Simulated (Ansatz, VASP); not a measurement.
**One calculation of Ni, two programs**

File INCAR:

```
SYSTEM = Ni
  PREC = Accurate
  ENCUT = 520
  EDIFF = 1E-6
  ISMEAR = 0
  SIGMA = 0.1
  LREAL = .FALSE.
  LASPH = .TRUE.
  NELM = 150
  ALGO = Fast
  ISIF = 2
  LWAVE = .FALSE.
  LCHARG = .FALSE.
  ISPIN = 2
  MAGMOM = 0.75
  LORBIT = 11
  LMAXMIX = 4
  GGA = PE
  NBANDS = 15
```

The input KPOINTS:

```
regular mesh
0
G
  20 20 20
  0 0 0
```

The input POSCAR:

```
Ni
1.0
    0.0000000000      1.7592378168      1.7592378168
    1.7592378168      0.0000000000      1.7592378168
    1.7592378168      1.7592378168      0.0000000000
Ni
1
Direct
    0.0000000000      0.0000000000      0.0000000000
```

Input for Ansatz:

```yaml
crystal:
  lattice:
    - [0.0, 1.7592378168, 1.7592378168]
    - [1.7592378168, 0.0, 1.7592378168]
    - [1.7592378168, 1.7592378168, 0.0]
  atoms:
    - { symbol: Ni, position: [0.0, 0.0, 0.0], spin: 0.75 }
basis:
  ecutwfc: 420
kpoints:
  mp_grid: { grid: [20, 20, 20] }
  band_path:
    path:
      - [0.0, 0.0, 0.0]
      - [0.5, 0.0, 0.5]
      - [0.625, 0.25, 0.625]
      - [0.375, 0.375, 0.75]
      - [0.5, 0.5, 0.5]
      - [0.5, 0.25, 0.75]
    npoints: 1
hamiltonian:
  xc: pbe
scf:
  occupations: { method: gaussian, width: 0.1 }
  n_extra_bands: 4
output:
  forces: true
  stress: true
  eigenvalues: true
  populations: true
magnetization:
  spin_polarized: true
```

Alike in both runs: task single point; functional PBE; k mesh 20 × 20 × 20; occupations gaussian, width 0.1 eV; collinear spin.

```csv
,VASP,Ansatz
version,VASP 6.6.1,Ansatz 0.2.0
potentials or method,"VASP PAW PBE potentials, release 64 (Ni), cutoff 520 eV","scalar-relativistic, plane waves, PAW"
valence electrons in the cell,10,18
```

VASP gave:

```
gap on the k mesh at the Fermi level (eV)                     : none
pressure (GPa)                                                : -0.2
net moment per atom (μB)                                      : 0.63
size of the moment on the site where the two differ most (μB) : 0.64
```

What did Ansatz give for the same quantities?

gap on the k mesh at the Fermi level (eV): none; pressure (GPa): 0.0; net moment per atom (μB): 0.64; size of the moment on the site where the two differ most (μB): 0.68.

Site moments also hang on the region over which each program counts them. A gap of «none» marks a metal or a gap that the smearing closes. VASP's potentials hold 10 valence electrons a cell and Ansatz's 18, so a difference there can come from the potentials and not from the codes. Ansatz's warnings: moment headroom below auto.
